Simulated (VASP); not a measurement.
Wanted: the native input for a VASP 6.6.1 run.

```yaml
Task: single point
Functional: BLYP
Dispersion: D3(BJ)
Potentials_or_basis: VASP PAW PBE potentials, release 64 (C)
Cutoff: 520 eV
k_mesh: 15 × 15 × 4
Occupations: fermi-dirac, width 0.1 eV
Spin: no spin polarisation
Dipole_correction: no
Further_INCAR_settings: ALGO = Normal; EDIFF = 1e-06; NBANDS = 11
```

The structure of C lies in POSCAR:

```
C
1.0
    2.4696067053      0.0000000000      0.0000000000
   -1.2348033526      2.1387421441      0.0000000000
    0.0000000000      0.0000000000      3.4387530238
C
2
Direct
    0.3333333333      0.6666666667      0.0000000000
    0.6666666667      0.3333333333      0.0000000000
```

These files were run (other wordings do the same):

INCAR

```
SYSTEM = C
  AGGAC = 1.0
  AGGAX = 1.0
  ALDAC = 0.0
  ALDAX = 1.0
  ALGO = Normal
  EDIFF = 1E-6
  ENCUT = 520
  GGA = B5
  ISIF = 2
  ISMEAR = -1
  IVDW = 12
  LASPH = .True.
  LCHARG = .True.
  LELF = .True.
  LREAL = .False.
  LVHAR = .True.
  LWAVE = .False.
  NBANDS = 11
  NELM = 100
  PREC = Accurate
  SIGMA = 0.1
  VDW_A1 = 0.4298
  VDW_A2 = 4.2359
  VDW_S6 = 1.0
  VDW_S8 = 2.6996
```

KPOINTS

```
k-points
0
Gamma
  15 15 4
  0 0 0
```

Potentials or basis: VASP PAW PBE potentials, release 64 (C).

The run is started by

```console
$ cat potpaw_PBE.64/C/POTCAR > POTCAR
$ mpirun -np 1 vasp_std > vasp.out
```

Results of the run:

```
Pressure                   : 0.3 GPa
Band gap on the k mesh     : zero (band 4 reaches 5.45 eV, above the bottom of band 5 at 4.28 eV)
Dispersion energy per atom : -0.287 eV
```

Caveat: the k points lie up to 0.46 Å⁻¹ apart; the PAW data sets were made with another functional, which shifts forces and pressure a little.

Run time: 18 s on 1 thread of Intel(R) Xeon(R) Platinum 8375C CPU @ 2.90GHz (Ice Lake), on a shared host, peak memory 0.13 GiB.
